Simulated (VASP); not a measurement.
A run of VASP 6.6.1:

INCAR

```
SYSTEM = Re
ALGO     = Fast           ! electronic algorithm
EDIFF    = 1E-7           ! SCF threshold, eV
ENCUT    = 520            ! plane-wave cutoff, eV
GGA      = PS             ! functional
ISIF     = 2              ! what is computed and relaxed
ISMEAR   = -1             ! smearing method
LASPH    = .True.         ! aspherical terms in the spheres
LCHARG   = .False.        ! write CHGCAR
LREAL    = .False.        ! projectors in reciprocal space
LWAVE    = .False.        ! write WAVECAR
NBANDS   = 22             ! bands
NELM     = 60             ! most SCF steps
PREC     = Accurate       ! precision mode
SIGMA    = 0.05           ! smearing width, eV
```

KPOINTS

```
k-points
0
Gamma
  11 11 3
  0 0 0
```

Contents of POSCAR:

```
Re
1.0
    2.7380539942      0.0000000000      0.0000000000
   -1.3690269971      2.3712243159      0.0000000000
    0.0000000000      0.0000000000      8.8511176418
Re
4
Direct
    0.6666666667      0.3333333333      0.7500000000
    0.0000000000      0.0000000000      0.5000000000
    0.3333333333      0.6666666667      0.2500000000
    0.0000000000      0.0000000000      0.0000000000
```

Potentials or basis: VASP PAW PBE potentials, release 64 (Re).

Command:

```console
$ cat potpaw_PBE.64/Re/POTCAR > POTCAR
$ mpirun -np 1 vasp_std > vasp.out
```

Hardware: 1 thread of Intel(R) Xeon(R) Platinum 8488C (Sapphire Rapids) (shared host).

Problem. How long does it take, and how much memory?

Solution. It took 57 s on 1 thread of Intel(R) Xeon(R) Platinum 8488C (Sapphire Rapids), on a shared host, peak memory 0.18 GiB. Counts: scf iterations 20, k points 32.
